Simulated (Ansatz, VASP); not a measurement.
**One calculation of GaN, two programs**

```
Ga N
1.0
     0.00000    2.25350    2.25350
     2.25350    0.00000    2.25350
     2.25350    2.25350    0.00000
Ga N
1 1
Direct
  0.00000 0.00000 0.00000
  0.25000 0.25000 0.25000
```

Alike in both runs: task single point; functional LDA; k mesh 8 × 8 × 8; occupations gaussian, width 0.1 eV; no spin polarisation.

|  | VASP | Ansatz |
| --- | --- | --- |
| version | VASP 6.6.1 | Ansatz 0.2.0 |
| potentials or method | VASP PAW LDA potentials, release 64 (Ga_d, N), cutoff 600 eV | scalar-relativistic, plane waves, PAW |
| valence electrons in the cell | 18 | 18 |

VASP gave:

- gap on the k mesh at the Fermi level (eV): 1.75
- least direct gap on the mesh (eV): 1.75
- pressure (GPa): -5.6

Task: What did Ansatz give for the same quantities?

Result: gap on the k mesh at the Fermi level (eV): 1.74; least direct gap on the mesh (eV): 1.74; pressure (GPa): -6.5.

Ansatz warns that its potentials were made for another functional, while VASP's fit it. LDA's correlation is that of Perdew and Zunger in VASP and of Perdew and Wang (1992) in Ansatz.
